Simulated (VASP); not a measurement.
CdSe: single point with PBEsol

Crystal: CdSe.

```xyz
2
Lattice="0.0000 3.0567 3.0567 3.0567 0.0000 3.0567 3.0567 3.0567 0.0000" Properties=species:S:1:pos:R:3 pbc="T T T"
Cd    0.0000    0.0000    0.0000
Se    4.5851    4.5851    4.5851
```

```yaml
Program: VASP 6.6.1
Task: single point
Functional: PBEsol
Potentials_or_basis: VASP PAW PBE potentials, release 64 (Cd, Se)
Cutoff: 500 eV
k_mesh: 6 × 6 × 6
Occupations: gaussian, width 0.01 eV
Spin: no spin polarisation
```

```yaml
Pressure: -0.5 GPa
Band_gap_on_the_k_mesh: 0.45 eV
```

Levels at points of the mesh, in eV from the valence-band top:
| k point | band 5 | band 6 | band 7 | band 8 | band 9 | band 10 | band 11 | band 12 | band 13 | band 14 |
| --- | --- | --- | --- | --- | --- | --- | --- | --- | --- | --- |
| (0.00, 0.00, 0.00) | -7.50 | -7.50 | 0.00 | 0.00 | 0.00 | 0.45 | 5.85 | 5.85 | 5.85 | 9.53 |
| (0.50, 0.00, 0.00) | -7.48 | -7.22 | -4.36 | -0.74 | -0.74 | 2.27 | 6.36 | 6.36 | 7.24 | 9.83 |
| (0.50, 0.50, 0.00) | -7.44 | -7.16 | -4.06 | -1.83 | -1.83 | 3.03 | 3.66 | 8.91 | 10.04 | 10.04 |

Run time: 13 s on 1 thread of Intel(R) Xeon(R) Platinum 8259CL CPU @ 2.50GHz (Skylake/Cascade Lake), on a shared host, peak memory 0.18 GiB.

Caveat: the PAW data sets were made with another functional, which shifts forces and pressure a little.
